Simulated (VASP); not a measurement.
# MgI2 (P-3m1) in VASP: further runs

The runs below take MgI2 through relaxation of cell and atoms, with PBE.

All numbers are computed with VASP 6.6.1; they aren't measurements. Logs are shortened: lines on timing, memory, paths and dates and some standing lists are left out, and cuts for length are marked.

**1. The cell of the first run**

The structure is trigonal, space group P-3m1 (No. 164). Conventional cell: a = 4.208 Å, b = 4.208 Å, c = 7.874 Å, α = 90.00°, β = 90.00°, γ = 120.00°. Mg (site symmetry -3m) has 6 I at 2.95 Å within 3.9 Å. Within 3.9 Å of I (site symmetry 3m) lie 3 Mg at 2.95 Å.

**2. Relaxation of cell and atoms, PBE**

File INCAR:

```
ALGO = Normal
EDIFF = 1E-6
EDIFFG = -0.005
ENCUT = 600
GGA = PE
IBRION = 2
ISIF = 3
ISMEAR = 0
LASPH = T
LCHARG = F
LREAL = F
LWAVE = F
NELM = 80
NSW = 100
PREC = Accurate
SIGMA = 0.02
```

File KPOINTS:

```
k-points
0
Gamma
  6 6 4
```

File POSCAR:

```
MgI2
1.0
    4.2076333309      0.0000000000      0.0000000000
   -2.1038166655      3.6439173544      0.0000000000
    0.0000000000      0.0000000000      7.8739095845
Mg I
1 2
Direct
    0.0000000000      0.0000000000      0.0000000000
    0.3333333333      0.6666666667      0.7875523345
    0.6666666667      0.3333333333      0.2124476655
```

Potentials or basis: VASP PAW PBE potentials, release 64 (Mg, I).

On the command line:

```
$ cat potpaw_PBE.64/Mg/POTCAR potpaw_PBE.64/I/POTCAR > POTCAR
$ mpirun -np 1 vasp_std > vasp.out
```

OUTCAR:

```text
EDIFF = 1E-6
   EDIFFG = -0.005
   ENCUT = 600
   GGA = PE
   IBRION = 2
   ISIF = 3
   ISMEAR = 0
   LASPH = T
   LREAL = F
   NELM = 80
   NSW = 100
   PREC = Accurate

 ion  position               nearest neighbor table
   1  0.000  0.000  0.000-   2 2.95   3 2.95   3 2.95   2 2.95   3 2.95   2 2.95
   2  0.333  0.667  0.788-   1 2.95   1 2.95   1 2.95
   3  0.667  0.333  0.212-   1 2.95   1 2.95   1 2.95

  LATTYP: Found a hexagonal cell.
 ALAT       =     4.2076333309
 C/A-ratio  =     1.8713392934

  Lattice vectors:

 A1 = (   4.2076333309,   0.0000000000,   0.0000000000)
 A2 = (  -2.1038166655,   3.6439173544,   0.0000000000)
 A3 = (   0.0000000000,   0.0000000000,   7.8739095845)

Analysis of symmetry for initial positions (statically):
=====================================================================
 Subroutine PRICEL returns:
 Original cell was already a primitive cell.

 Routine SETGRP: Setting up the symmetry group for a
 hexagonal supercell.

 Subroutine GETGRP returns: Found 12 space group operations
 (whereof 12 operations were pure point group operations)
 out of a pool of 24 trial point group operations.

The static configuration has the point symmetry D_3d.

Analysis of symmetry for dynamics (positions and initial velocities):
=====================================================================
 Subroutine PRICEL returns:
 Original cell was already a primitive cell.

 Routine SETGRP: Setting up the symmetry group for a
 hexagonal supercell.

 Subroutine GETGRP returns: Found 12 space group operations
 (whereof 12 operations were pure point group operations)
 out of a pool of 24 trial point group operations.

The dynamic configuration has the point symmetry D_3d.

 Subroutine INISYM returns: Found 12 space group operations
 (whereof 12 operations are pure point group operations),
 and found     1 'primitive' translations

----------------------------------------------------------------------------------------

                                     Primitive cell

  volume of cell :     120.7249

  direct lattice vectors                    reciprocal lattice vectors
     4.207633331  0.000000000  0.000000000     0.237663295  0.137214967  0.000000000
    -2.103816666  3.643917354  0.000000000     0.000000000  0.274429934  0.000000000
     0.000000000  0.000000000  7.873909584     0.000000000  0.000000000  0.127001712

[... 153 lines left out ...]
     0.000000000  0.000000000  7.873909584     0.000000000  0.000000000  0.127001712

 POSITION                                       TOTAL-FORCE (eV/Angst)
 -----------------------------------------------------------------------------------
      0.00000      0.00000      0.00000        -0.000000      0.000000     -0.000000
     -0.00000      2.42928      6.20112         0.000000      0.000000      0.009644
      2.10382      1.21464      1.67279        -0.000000      0.000000     -0.009644
 -----------------------------------------------------------------------------------
    total drift:                               -0.000000     -0.000000      0.000000

  FREE ENERGIE OF THE ION-ELECTRON SYSTEM (eV)
  ---------------------------------------------------
  free  energy   TOTEN  =        -7.7389158801 eV

  energy  without entropy=       -7.7389158801  energy(sigma->0) =       -7.73891588

--------------------------------------- Ionic step        2  -------------------------------------------

 number of electron      15.9999999 magnetization

 Free energy of the ion-electron system (eV)
  ---------------------------------------------------
  ext. energy  EPLUGINS =         0.00000000
  ---------------------------------------------------
  free energy    TOTEN  =        -7.73896128 eV

  energy without entropy =       -7.73896128  energy(sigma->0) =       -7.73896128

 E-fermi :   0.9804     XC(G=0):  -7.4004

 val. band max:        0.8789140798   @ k =   0.0000   0.0000   0.0000
 cond. band min:       4.4922666885   @ k =   0.5000  -0.0000   0.5000
 fundamental gap:      3.6133526087
 Fermi energy:         0.9804036073

 k-point     1 :       0.0000    0.0000    0.0000
  band No.  band energies     occupation
      1     -10.8754      2.00000
      2     -10.3404      2.00000
      3      -2.1088      2.00000
      4       0.5802      2.00000
      5       0.5939      2.00000
      6       0.5939      2.00000
      7       0.8789      2.00000
      8       0.8789      2.00000
      9       4.5995      0.00000
     10       5.7801      0.00000
     11       7.5743      0.00000
     12       7.5743      0.00000
[... 331 lines left out ...]
 k-point    24 :       0.3333    0.3333    0.5000
  band No.  band energies     occupation
      1     -10.1211      2.00000
      2     -10.1211      2.00000
      3      -2.1166      2.00000
      4      -1.4786      2.00000
      5      -1.4786      2.00000
      6      -0.9607      2.00000
      7       0.2802      2.00000
      8       0.2802      2.00000
      9       5.4726      0.00000
     10       6.9983      0.00000
     11       6.9983      0.00000
     12       8.5016      0.00000

------------------------ aborting loop because EDIFF is reached ----------------------------------------

  FORCE on cell =-STRESS in cart. coord.  units (eV):
  Direction    XX          YY          ZZ          XY          YZ          ZX
  --------------------------------------------------------------------------------------
  -------------------------------------------------------------------------------------
  Total       -0.0133964     -0.0133964     -0.0133874      0.0000000     -0.0000000      0.0000000
  in kB       -0.1781425     -0.1781425     -0.1780224      0.0000000     -0.0000000      0.0000000
  external PRESSURE =      -0.1781025 kB  Pullay stress =       0.0000000 kB

 VOLUME and BASIS-vectors are now :
 -----------------------------------------------------------------------------
  energy-cutoff  :      600.00
  volume of cell :      120.48
      direct lattice vectors                 reciprocal lattice vectors
     4.204683300  0.000000000 -0.000000000     0.237830041  0.137311238  0.000000000
    -2.102341650  3.641362553  0.000000000    -0.000000000  0.274622476  0.000000000
     0.000000000 -0.000000000  7.869289447     0.000000000 -0.000000000  0.127076276

 POSITION                                       TOTAL-FORCE (eV/Angst)
 -----------------------------------------------------------------------------------
      4.20468      0.00000      7.86929        -0.000000      0.000000      0.000000
     -0.00000      2.42758      6.19794        -0.000000      0.000000     -0.002199
      2.10234      1.21379      1.67135         0.000000     -0.000000      0.002199
 -----------------------------------------------------------------------------------
    total drift:                                0.000000     -0.000000      0.000000

  FREE ENERGIE OF THE ION-ELECTRON SYSTEM (eV)
  ---------------------------------------------------
  free  energy   TOTEN  =        -7.7389612792 eV

  energy  without entropy=       -7.7389612792  energy(sigma->0) =       -7.73896128

 reached required accuracy - stopping structural energy minimisation
```

OSZICAR:

```text
N       E                     dE             d eps       ncg     rms          rms(c)
DAV:   1     0.880461720890E+02    0.88046E+02   -0.62585E+03   576   0.116E+03
DAV:   2    -0.894435994023E+00   -0.88941E+02   -0.84027E+02   880   0.154E+02
DAV:   3    -0.776293803063E+01   -0.68685E+01   -0.68453E+01   736   0.520E+01
DAV:   4    -0.790794638081E+01   -0.14501E+00   -0.14497E+00   788   0.938E+00
DAV:   5    -0.791023620594E+01   -0.22898E-02   -0.22898E-02   736   0.122E+00    0.375E+00
DAV:   6    -0.776814658374E+01    0.14209E+00   -0.16939E-01   652   0.224E+00    0.262E+00
DAV:   7    -0.774082890808E+01    0.27318E-01   -0.15623E-01   660   0.220E+00    0.746E-01
DAV:   8    -0.773878015520E+01    0.20488E-02   -0.11308E-02   668   0.640E-01    0.241E-01
DAV:   9    -0.773892411051E+01   -0.14396E-03   -0.10765E-03   732   0.241E-01    0.964E-02
DAV:  10    -0.773891105795E+01    0.13053E-04   -0.33554E-05   708   0.496E-02    0.447E-02
DAV:  11    -0.773891506447E+01   -0.40065E-05   -0.16956E-05   692   0.320E-02    0.293E-02
DAV:  12    -0.773891588015E+01   -0.81568E-06   -0.95261E-07   516   0.736E-03
   1 F= -.77389159E+01 E0= -.77389159E+01  d E =-.773892E+01
       N       E                     dE             d eps       ncg     rms          rms(c)
DAV:   1    -0.773922720710E+01   -0.31214E-03   -0.47041E-03   684   0.359E-01    0.833E-02
DAV:   2    -0.773901013473E+01    0.21707E-03   -0.35630E-04   604   0.112E-01    0.373E-02
DAV:   3    -0.773896159730E+01    0.48537E-04   -0.16302E-04   644   0.630E-02    0.231E-02
DAV:   4    -0.773896127924E+01    0.31807E-06   -0.28903E-06   680   0.132E-02
   2 F= -.77389613E+01 E0= -.77389613E+01  d E =-.453991E-04
```

CONTCAR:

```text
MgI2
   1.00000000000000
     4.2046832998920163    0.0000000000000405   -0.0000000000000000
    -2.1023416499959380    3.6413625526050493    0.0000000000000000
     0.0000000000000000   -0.0000000000000000    7.8692894472719210
  Mg              I
     1     2
Direct
     1.0000000000000000    0.0000000000000000    1.0000000000000000
     0.3333333332999970    0.6666666667000030    0.7876114193748532
     0.6666666667000030    0.3333333332999970    0.2123885806251468

  0.00000000E+00  0.00000000E+00  0.00000000E+00
  0.00000000E+00  0.00000000E+00  0.00000000E+00
  0.00000000E+00  0.00000000E+00  0.00000000E+00
```

Run time: 80 s. Hardware: 1 thread of Oxide Virtual Turin-like, shared host; peak memory 0.27 GiB.

Results:

```yaml
Free_energy: -7.7390 eV
Relaxed_volume: 40.16 Å³/atom
Relaxed_cell: a = 4.205 Å, b = 4.205 Å, c = 7.869 Å, α = 90.00°, β = 90.00°, γ = 120.00°
Space_group_after_relaxing_to_0.05_Å: P-3m1 (No. 164)
Energy_gained_by_relaxing: 0.0 meV/atom
Ionic_steps: 2
Pressure_after_relaxing: 0.0 GPa
Band_gap_on_the_k_mesh: 3.61 eV, indirect (least direct gap 3.72 eV)
```

Forces in eV/Å, atoms in the order of the input:
```
Mg   0.000  0.000  0.000
I    0.000  0.000 -0.002
I    0.000  0.000  0.002
```

Final structure:
```xyz
3
Lattice="4.2047 0.0000 0.0000 -2.1023 3.6414 0.0000 0.0000 0.0000 7.8693" Properties=species:S:1:pos:R:3 pbc="T T T"
Mg    4.2047    0.0000    7.8693
I     0.0000    2.4276    6.1979
I     2.1023    1.2138    1.6713
```

Caveat: spin-orbit coupling is left out, which moves the levels of the heavy elements; this functional lacks dispersion, which binds the layers, so the pressure and a relaxed spacing across them are unreliable. A k mesh can miss the band edges.

**3. Relaxation of cell and atoms, PBE, target pressure 90 GPa, at which the enthalpy is minimised**

This run uses another cell than the first one, of 17.86 Å³/atom, 0.444 times its volume.

File INCAR:

```
SYSTEM = MgI2
PREC = Accurate ; ENCUT = 600
EDIFF = 1E-6 ; ISMEAR = 0
SIGMA = 0.02 ; LREAL = .FALSE.
LASPH = .TRUE. ; NELM = 80
ALGO = Normal ; ISIF = 3
LWAVE = .FALSE. ; LCHARG = .FALSE.
GGA = PE ; IBRION = 2
NSW = 70 ; EDIFFG = -0.008
PSTRESS = 900.0
```

File KPOINTS:

```
Automatic mesh
0
G
  12 12 6
  0 0 0
```

File POSCAR:

```
MgI2
1.0
    3.3270731250      0.0000000000      0.0000000000
   -1.6635365625      2.8813298465      0.0000000000
    0.0000000000      0.0000000000      5.5883711368
Mg I
1 2
Direct
    0.0000000000      0.0000000000      0.0000000000
    0.3333333333      0.6666666667      0.7149116918
    0.6666666667      0.3333333333      0.2850883082
```

Potentials or basis: VASP PAW PBE potentials, release 64 (Mg, I).

On the command line:

```
$ cat potpaw_PBE.64/Mg/POTCAR potpaw_PBE.64/I/POTCAR > POTCAR
$ mpirun -np 1 vasp_std > vasp.out
```

Run time: 7.4 min. Hardware: 1 thread of Oxide Virtual Turin-like, shared host; peak memory 0.22 GiB.

It converged, with:

```yaml
Free_energy: 0.0622 eV
Relaxed_volume: 16.56 Å³/atom
Relaxed_cell: a = 3.212 Å, b = 3.212 Å, c = 5.559 Å, α = 90.00°, β = 90.00°, γ = 120.00°
Space_group_after_relaxing_to_0.05_Å: P-3m1 (No. 164)
Energy_change_on_relaxing_the_enthalpy_is_what_falls: +633.4 meV/atom
Ionic_steps: 11
Pressure_after_relaxing: 90.0 GPa
Largest_force_after_relaxing: 0.004 eV/Å
Band_gap_on_the_k_mesh: 0.47 eV, indirect (least direct gap 2.61 eV)
```

Forces on the atoms (eV/Å):
```
Mg   0.000  0.000  0.000
I    0.000  0.000 -0.004
I    0.000  0.000  0.004
```

Step by step:
| step | energy change (eV) | largest force (eV/Å) | pressure (GPa) | volume (Å³) |
| --- | --- | --- | --- | --- |
| 1 | 0.0000 | 0.4425 | 68.99 | 53.57 |
| 2 | 13.4016 | 2.4205 | 233.57 | 37.39 |
| 3 | 1.5755 | 0.7666 | 87.35 | 50.32 |
| 4 | 1.7958 | 0.8009 | 89.93 | 49.92 |
| 5 | 1.8379 | 0.8073 | 90.40 | 49.84 |
| 6 | 1.9375 | 0.3191 | 90.41 | 49.61 |
| 7 | 1.9176 | 0.1565 | 90.37 | 49.65 |
| 8 | 1.8055 | 0.0035 | 88.82 | 49.84 |
| 9 | 1.8344 | 0.0386 | 89.24 | 49.79 |
| 10 | 2.0565 | 0.1035 | 91.84 | 49.40 |
| 11 | 1.9003 | 0.0038 | 90.01 | 49.67 |

Final structure:
```
CELL_PARAMETERS angstrom
3.21216 0.00000 0.00000
-1.60608 2.78182 0.00000
0.00000 0.00000 5.55895
ATOMIC_POSITIONS crystal
Mg 0.00000 0.00000 0.00000
I 0.33333 0.66667 0.70965
I 0.66667 0.33333 0.29035
```

Levels at points of the mesh, in eV from the valence-band top:
| k point | band 5 | band 6 | band 7 | band 8 | band 9 | band 10 | band 11 | band 12 |
| --- | --- | --- | --- | --- | --- | --- | --- | --- |
| (0.00, 0.00, 0.00) | -1.57 | -0.70 | 0.00 | 0.00 | 3.64 | 4.36 | 6.65 | 6.65 |
| (0.50, 0.00, 0.00) | -6.95 | -4.79 | -4.36 | -1.80 | 0.81 | 3.75 | 4.19 | 5.31 |
| (0.00, 0.00, 0.50) | -1.08 | -1.08 | -0.59 | -0.59 | 4.61 | 5.52 | 5.96 | 5.96 |
| (0.50, 0.00, 0.50) | -4.38 | -3.90 | -3.46 | -2.68 | 1.53 | 1.67 | 2.34 | 3.07 |

Caveat: the cell is relaxed towards a set pressure, so the enthalpy falls and the energy may rise; spin-orbit coupling is left out, which moves the levels of the heavy elements. A k mesh can miss the band edges.

**4. Relaxation of cell and atoms, PBE, target pressure 50 GPa, at which the enthalpy is minimised**

This run uses another cell than the first one, of 21.00 Å³/atom, 0.522 times its volume.

File INCAR:

```
SYSTEM = MgI2
ALGO = Normal
EDIFF = 1E-7
EDIFFG = -0.008
ENCUT = 600
GGA = PE
IBRION = 2
ISIF = 3
ISMEAR = 0
LASPH = .TRUE.
LCHARG = .FALSE.
LREAL = .FALSE.
LWAVE = .FALSE.
NELM = 60
NSW = 70
PREC = Accurate
PSTRESS = 500.0
SIGMA = 0.02
```

File KPOINTS:

```
k-points
0
G
  12 12 6
  0 0 0
```

File POSCAR:

```
MgI2
1.0
    3.5480567784      0.0000000000      0.0000000000
   -1.7740283892      3.0727073041      0.0000000000
    0.0000000000      0.0000000000      5.7798171451
Mg I
1 2
Direct
    0.0000000000      0.0000000000      0.0000000000
    0.3333333333      0.6666666667      0.7217103346
    0.6666666667      0.3333333333      0.2782896654
```

On the command line:

```
$ cat potpaw_PBE.64/Mg/POTCAR potpaw_PBE.64/I/POTCAR > POTCAR
$ mpirun -np 1 vasp_std > vasp.out
```

Wall time 14 min (1 thread of Oxide Virtual Turin-like, shared host); peak memory 0.25 GiB.

It converged, with:

```yaml
Free_energy: -3.4886 eV
Relaxed_volume: 19.35 Å³/atom
Relaxed_cell: a = 3.417 Å, b = 3.417 Å, c = 5.741 Å, α = 90.00°, β = 90.00°, γ = 120.00°
Space_group_after_relaxing_to_0.05_Å: P-3m1 (No. 164)
Energy_change_on_relaxing_the_enthalpy_is_what_falls: +433.5 meV/atom
Ionic_steps: 13
Pressure_after_relaxing: 50.0 GPa
Band_gap_on_the_k_mesh: 1.58 eV, indirect (least direct gap 3.28 eV)
```

Forces on the atoms (eV/Å):
```
Mg   0.000  0.000  0.000
I    0.000  0.000 -0.003
I    0.000  0.000  0.003
```

Step by step:
```tsv
step	energy change (eV)	largest force (eV/Å)	pressure (GPa)	volume (Å³)
1	0.0000	0.4164	36.38	63.01
2	5.9361	1.7282	104.55	48.09
3	1.1427	0.7491	49.26	58.68
4	1.2294	0.7707	50.24	58.40
5	1.2574	0.7777	50.56	58.31
6	1.3222	0.0028	50.47	57.99
7	1.3325	0.0807	50.47	57.96
8	1.2047	0.0396	48.92	58.36
9	1.2408	0.0510	49.36	58.25
10	1.3444	0.0717	50.51	57.91
11	1.2973	0.0166	49.99	58.06
12	1.2962	0.0153	49.98	58.07
13	1.3005	0.0027	50.01	58.05
```

Final structure:
```
Mg I
1.0
     3.41721    0.00000    0.00000
    -1.70860    2.95939    0.00000
     0.00000    0.00000    5.74051
Mg I
1 2
Direct
  0.00000 0.00000 0.00000
  0.33333 0.66667 0.71477
  0.66667 0.33333 0.28523
```

Levels at points of the mesh, in eV from the valence-band top:
```tsv
k point	band 4	band 5	band 6	band 7	band 8	band 9	band 10	band 11	band 12
(0.00, 0.00, 0.00)	-1.22	-1.22	-0.24	0.00	0.00	4.57	5.04	6.31	6.94
(0.50, 0.00, 0.00)	-6.49	-5.43	-3.57	-3.39	-1.24	2.04	4.15	4.64	5.82
(0.00, 0.00, 0.50)	-4.44	-0.81	-0.81	-0.47	-0.47	5.02	5.44	6.44	6.44
(0.50, 0.00, 0.50)	-7.80	-3.10	-2.87	-2.60	-2.12	2.79	3.01	3.43	3.63
```

Caveat: the cell is relaxed towards a set pressure, so the enthalpy falls and the energy may rise; spin-orbit coupling is left out, which moves the levels of the heavy elements.

**5. Summary**

| cell | k mesh | gap on the mesh (eV) | pressure (GPa) |
| --- | --- | --- | --- |
| relaxed from a = 4.208, b = 4.208, c = 7.874 Å, angles 90.0, 90.0, 120.0°, 3 atoms | 6 × 6 × 4 | 3.61 | 0.0 |
| relaxed to 90 GPa from a = 3.327, b = 3.327, c = 5.588 Å, angles 90.0, 90.0, 120.0°, 3 atoms | 12 × 12 × 6 | 0.47 | 90.0 |
| relaxed to 50 GPa from a = 3.548, b = 3.548, c = 5.780 Å, angles 90.0, 90.0, 120.0°, 3 atoms | 12 × 12 × 6 | 1.58 | 50.0 |

Alike in all rows: task relaxation of cell and atoms; level PBE; potentials or basis VASP PAW PBE potentials, release 64 (Mg, I); no spin polarisation; cutoff (eV) 600; smearing gaussian 0.02 eV.

Caveats: spin-orbit coupling is left out, which moves the levels of the heavy elements; the cell is relaxed towards a set pressure, so the enthalpy falls and the energy may rise (some runs); this functional lacks dispersion, which binds the layers, so the pressure and a relaxed spacing across them are unreliable (some runs).

Total energies depend on the potentials used, so only differences within one code and one set of settings carry meaning.
